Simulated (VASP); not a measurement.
Al, 4 atoms in the cell. It takes space group P6_3/mmc (No. 194, hexagonal). The conventional cell has a = 2.899 Å, b = 2.899 Å, c = 10.040 Å, α = 90.00°, β = 90.00°, γ = 120.00°. Al (site symmetry -3m) has 12 Al at 2.90 to 3.02 Å within 3.8 Å. Al (site symmetry -6m2) has 12 Al at 2.90 to 3.02 Å within 3.8 Å. This isn't the form of Al at room conditions, which is fcc.

```yaml
Program: VASP 6.6.1
Task: single point
Functional: PBE
Dispersion: D3(BJ)
Potentials_or_basis: VASP PAW PBE potentials, release 64 (Al)
Cutoff: 500 eV
k_mesh: 18 × 18 × 4
Occupations: gaussian, width 0.15 eV
Spin: no spin polarisation
Dipole_correction: no
Further_INCAR_settings: ALGO = Normal; EDIFF = 1e-06; NBANDS = 14
```

Potentials or basis: VASP PAW PBE potentials, release 64 (Al).

Command:

```sh
$ cat potpaw_PBE.64/Al/POTCAR > POTCAR
$ mpirun -np 1 vasp_std > vasp.out
```

Hardware: 1 thread of Intel(R) Xeon(R) 6975P-C (Granite Rapids), on a shared host.

Question: Estimate the wall time of this run.

Answer: It took 27 s on 1 thread of Intel(R) Xeon(R) 6975P-C (Granite Rapids), with other jobs on the host, peak memory 0.24 GiB. Counts: scf iterations 10, k points 111.
